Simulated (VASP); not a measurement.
Wanted: the native input for a VASP 6.6.1 run.

| Quantity | Value |
| --- | --- |
| Task | single point |
| Functional | PBE |
| Dispersion | D3(BJ) |
| Potentials or basis | VASP PAW PBE potentials, release 64 (Pb_d, F) |
| Cutoff | 520 eV |
| k mesh | 8 × 8 × 8 |
| Occupations | gaussian, width 0.05 eV |
| Spin | no spin polarisation |
| Dipole correction | no |
| Further INCAR settings | ALGO = Normal; EDIFF = 1e-07; NBANDS = 21 |

The structure of PbF2 lies in POSCAR:

```
PbF2
1.0
    0.0000000000      2.9253022500      2.9253022500
    2.9253022500      0.0000000000      2.9253022500
    2.9253022500      2.9253022500      0.0000000000
Pb F
1 2
Direct
    0.0000000000      0.0000000000      0.0000000000
    0.2500000000      0.2500000000      0.2500000000
    0.7500000000      0.7500000000      0.7500000000
```

This cell differs from its parent crystal: strain -0.015 along x and y, -0.015 along z.

The input as run:

INCAR

```
SYSTEM = PbF2
ALGO = Normal
EDIFF = 1E-7
ENCUT = 520
GGA = PE
ISIF = 2
ISMEAR = 0
IVDW = 12
LASPH = .True.
LCHARG = .True.
LELF = .True.
LREAL = .False.
LVHAR = .True.
LWAVE = .False.
NBANDS = 21
NELM = 100
PREC = Accurate
SIGMA = 0.05
```

KPOINTS

```
k-points
0
Gamma
  8 8 8
  0 0 0
```

Potentials or basis: VASP PAW PBE potentials, release 64 (Pb_d, F).

Run with:

```bash
$ cat potpaw_PBE.64/Pb_d/POTCAR potpaw_PBE.64/F/POTCAR > POTCAR
$ mpirun -np 1 vasp_std > vasp.out
```

Results of the run:

- Pressure: 4.4 GPa
- Band gap on the k mesh: 4.40 eV, indirect (least direct gap 4.56 eV)
- Dispersion energy per atom: -0.159 eV

Caveat: the cell differs from its parent crystal (strain -0.015 along x and y, -0.015 along z); spin-orbit coupling is left out, which moves the levels of the heavy elements.

Wall time 15 s on 1 thread of Intel(R) Xeon(R) Platinum 8559C (Emerald Rapids) (shared host), peak memory 0.19 GiB.
